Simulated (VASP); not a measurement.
Set up this calculation in VASP 6.6.1, as the native input.

```yaml
Task: single point
Functional: PBE
Dispersion: D3(BJ)
Potentials_or_basis: VASP PAW PBE potentials, release 64 (Sn_d, O)
Cutoff: 520 eV
k_mesh: 7 × 7 × 1
Occupations: gaussian, width 0.05 eV
Spin: no spin polarisation
Dipole_correction: yes
Further_INCAR_settings: ALGO = Normal; EDIFF = 1e-06; NBANDS = 50
```

The structure of SnO lies in POSCAR:

```
SnO
1.0
    3.8201526160      0.0002954389      0.0000000000
   -0.0003145156      3.8201526145      0.0000000000
    0.0000000000      0.0000000000     22.2260756252
Sn O
4 4
Direct
    0.9999453016      0.9999453016      0.2024648920
    0.4999453016      0.4999453016      0.3087831576
    0.9999453016      0.9999453016      0.4797535108
    0.4999453016      0.4999453016      0.5860717765
    0.9999461184      0.4999461184      0.2556240248
    0.4999461184      0.9999461184      0.2556240248
    0.9999461184      0.4999461184      0.5329126436
    0.4999461184      0.9999461184      0.5329126436
```

One way to write it, as run:

INCAR

```
SYSTEM = SnO
PREC     = Accurate       ! precision mode
ENCUT    = 520            ! plane-wave cutoff, eV
EDIFF    = 1E-6           ! SCF threshold, eV
ISMEAR   = 0              ! smearing method
SIGMA    = 0.05           ! smearing width, eV
LREAL    = .FALSE.        ! projectors in reciprocal space
LASPH    = .TRUE.         ! aspherical terms in the spheres
NELM     = 100            ! most SCF steps
ALGO     = Normal         ! electronic algorithm
ISIF     = 2              ! what is computed and relaxed
LWAVE    = .FALSE.        ! write WAVECAR
LCHARG   = .FALSE.        ! write CHGCAR
LDIPOL   = .TRUE.       
IDIPOL   = 3            
DIPOL    = 0.5 0.5 0.394
GGA      = PE             ! functional
IVDW     = 12             ! dispersion correction
NBANDS   = 50             ! bands
```

KPOINTS

```
Automatic mesh
0
G
  7 7 1
  0 0 0
```

Potentials or basis: VASP PAW PBE potentials, release 64 (Sn_d, O).

The run is started by

```console
$ cat potpaw_PBE.64/Sn_d/POTCAR potpaw_PBE.64/O/POTCAR > POTCAR
$ mpirun -np 1 vasp_std > vasp.out
```

Results of the run:

```yaml
Largest_force: 0.201 eV/Å
Band_gap_on_the_k_mesh: 2.47 eV, indirect (least direct gap 2.52 eV)
Dispersion_energy_per_atom: -0.160 eV
```

Caveat: spin-orbit coupling is left out, which moves the levels of the heavy elements.

It took 7.7 min on 1 thread of Oxide Virtual Turin-like Processor, on a shared host, peak memory 0.35 GiB.
